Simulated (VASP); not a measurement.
The system is Cr.

```xyz
1
Lattice="-1.4150 1.4150 1.4150 1.4150 -1.4150 1.4150 1.4150 1.4150 -1.4150" Properties=species:S:1:pos:R:3 pbc="T T T"
Cr    0.0000    0.0000    0.0000
```

Base run:

```yaml
Program: VASP 6.6.1
Functional: r2SCAN
Potentials_or_basis: VASP PAW PBE potentials, release 64 (Cr_pv)
Cutoff: 520 eV
k_mesh: 15 × 15 × 15
Occupations: gaussian, width 0.6 eV
Spin: no spin polarisation
```

Its results: band gap on the k mesh zero (band 6 reaches 13.65 eV, above the bottom of band 7 at 10.23 eV); pressure 1.2 GPa.

Question: The run is repeated on the same cell with these changes: occupations from gaussian, width 0.6 eV to gaussian, width 0.2 eV. What comes out?

Answer: Band gap on the k mesh zero (band 6 reaches 13.62 eV, above the bottom of band 7 at 10.21 eV); pressure 0.6 GPa.

Caveats: the PAW data sets were made with another functional, which shifts forces and pressure a little; the run has no spin polarisation, though such a crystal can be magnetic.
